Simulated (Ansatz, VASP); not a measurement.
# CaF2 in VASP and in Ansatz

```
Ca F
1.0
     0.00000    2.75514    2.75514
     2.75514    0.00000    2.75514
     2.75514    2.75514    0.00000
Ca F
1 2
Direct
  0.00000 0.00000 0.00000
  0.25000 0.25000 0.25000
  0.75000 0.75000 0.75000
```

Alike in both runs: functional PBE; k mesh 8 × 8 × 8; occupations gaussian, width 0.02 eV; no spin polarisation.

Ansatz relaxed the structure, and its values are those at the end. VASP's run is a single point on that final structure, the one shown.

```csv
,VASP,Ansatz
version,VASP 6.6.1,Ansatz 0.2.0
potentials or method,"VASP PAW PBE potentials, release 64 (Ca_sv, F), cutoff 600 eV","scalar-relativistic, all-electron LAPW"
```

```csv
,VASP,Ansatz,Ansatz less VASP
gap on the k mesh at the Fermi level (eV),7.13,7.14,+0.012
least direct gap on the mesh (eV),7.38,7.39,+0.011
pressure (GPa),0.2,0.0,-0.21
```

Ansatz ran all-electron here, and VASP with PAW potentials.
